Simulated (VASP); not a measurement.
A run of VASP 6.6.1 is set up as follows.

The input POSCAR:

```
Ge
1.0
    3.9956487014      0.0000000000      0.0000000000
   -1.9978243507      3.4603332800      0.0000000000
    0.0000000000      0.0000000000      6.8007922874
Ge
4
Direct
    0.6666666667      0.3333333333      0.0629814339
    0.3333333333      0.6666666667      0.5629814339
    0.6666666667      0.3333333333      0.4370185661
    0.3333333333      0.6666666667      0.9370185661
```

Contents of INCAR.step1:

```
SYSTEM = Ge
PREC = Accurate
ENCUT = 520
ISMEAR = 0
SIGMA = 0.03
LREAL = .FALSE.
LASPH = .TRUE.
NELM = 100
NBANDS = 36
GGA = PE
ALGO = Normal
EDIFF = 1E-4
LWAVE = .TRUE.
LCHARG = .FALSE.
```

INCAR.step2

```
SYSTEM = Ge
PREC = Accurate
ENCUT = 520
EDIFF = 1E-6
ISMEAR = 0
SIGMA = 0.03
LREAL = .FALSE.
LASPH = .TRUE.
NELM = 100
ALGO = Normal
ISIF = 2
LWAVE = .FALSE.
LCHARG = .FALSE.
METAGGA = R2SCAN
LMIXTAU = .TRUE.
NBANDS = 36
ISTART = 1
```

Contents of KPOINTS:

```
regular mesh
0
G
  12 12 6
  0 0 0
```

Potentials or basis: VASP PAW PBE potentials, release 64 (Ge_d).

Launch:

```bash
$ cat potpaw_PBE.64/Ge_d/POTCAR > POTCAR
$ cp INCAR.step1 INCAR
$ mpirun -np 1 vasp_std > vasp.out
$ cp INCAR.step2 INCAR
$ mpirun -np 1 vasp_std > vasp.out
```

Predict the pressure.

-1.8 GPa.

What does it give for the largest force?

0.203 eV/Å.

Predict the band gap on the k mesh.

zero (filled and empty bands touch).

Stress tensor (GPa, compression positive):
```
-0.19  0.00  0.00
 0.00 -0.19  0.00
 0.00  0.00 -5.05
```

Caveat: the cell differs from its parent crystal (strain +0.000 along x and y, +0.030 along z); semilocal functionals underestimate gaps, so a narrow gap can read as zero; the PAW data sets were made with another functional, which shifts forces and pressure a little.
